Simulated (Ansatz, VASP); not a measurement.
**ScIn3N2 in VASP and in Ansatz**

File INCAR:

```
PREC = Accurate
ENCUT = 520
EDIFF = 1E-6
ISMEAR = 0
SIGMA = 0.1
LREAL = F
LASPH = T
NELM = 60
ALGO = Normal
ISIF = 2
LWAVE = F
LCHARG = F
GGA = PE
NBANDS = 39
```

Contents of KPOINTS:

```
regular mesh
0
Gamma
  6 6 4
```

POSCAR

```
ScIn3N2
1.0
    5.3732785800      0.0000000000      0.0000000000
   -2.6866392900      4.6533957500      0.0000000000
    0.0000000000      0.0000000000      4.2657254900
Sc In N
1 3 2
Direct
    0.0000000000      0.0000000000      0.0000000000
    0.5000000000      0.5000000000      0.5000000000
    0.0000000000      0.5000000000      0.5000000000
    0.5000000000      0.0000000000      0.5000000000
    0.3333333300      0.6666666700      0.0000000000
    0.6666666700      0.3333333300      0.0000000000
```

Input for Ansatz:

```yaml
crystal:
  lattice:
    - [5.37327858, 0.0, 0.0]
    - [-2.68663929, 4.65339575, 0.0]
    - [0.0, 0.0, 4.26572549]
  atoms:
    - { symbol: Sc, position: [0.0, 0.0, 0.0] }
    - { symbol: In, position: [0.5, 0.5, 0.5] }
    - { symbol: In, position: [0.0, 0.5, 0.5] }
    - { symbol: In, position: [0.5, 0.0, 0.5] }
    - { symbol: "N", position: [0.33333333, 0.66666667, 0.0] }
    - { symbol: "N", position: [0.66666667, 0.33333333, 0.0] }
basis:
  ecutwfc: 420
kpoints:
  mp_grid: { grid: [6, 6, 4] }
hamiltonian:
  xc: pbe
scf:
  occupations: { method: gaussian, width: 0.1 }
  lower_state_search: "off"
output:
  forces: true
  stress: true
  eigenvalues: true
```

Change from the starting cell: species swapped into the CeGa3Pd2 type (P6/mmm, No. 191).

Alike in both runs: task single point; functional PBE; k mesh 6 × 6 × 4; occupations gaussian, width 0.1 eV; no spin polarisation.

|  | VASP | Ansatz |
| --- | --- | --- |
| version | VASP 6.6.1 | Ansatz 0.2.0 |
| potentials or method | VASP PAW PBE potentials, release 64 (Sc_sv, In_d, N), cutoff 520 eV | scalar-relativistic, plane waves, PAW |
| valence electrons in the cell | 60 | 60 |

|  | VASP | Ansatz | Ansatz less VASP |
| --- | --- | --- | --- |
| gap on the k mesh at the Fermi level (eV) | none | none | - |
| pressure (GPa) | 0.5 | 0.5 | -0.02 |
| traceless stress, the component that is largest in VASP (GPa) | -16.59 | -16.64 | -0.052 |

A gap of «none» marks a metal or a gap that the smearing closes. With one functional, cell and mesh, what is left measures potentials, basis and numerics.

The k mesh is coarse, so the values compare programs but aren't converged.
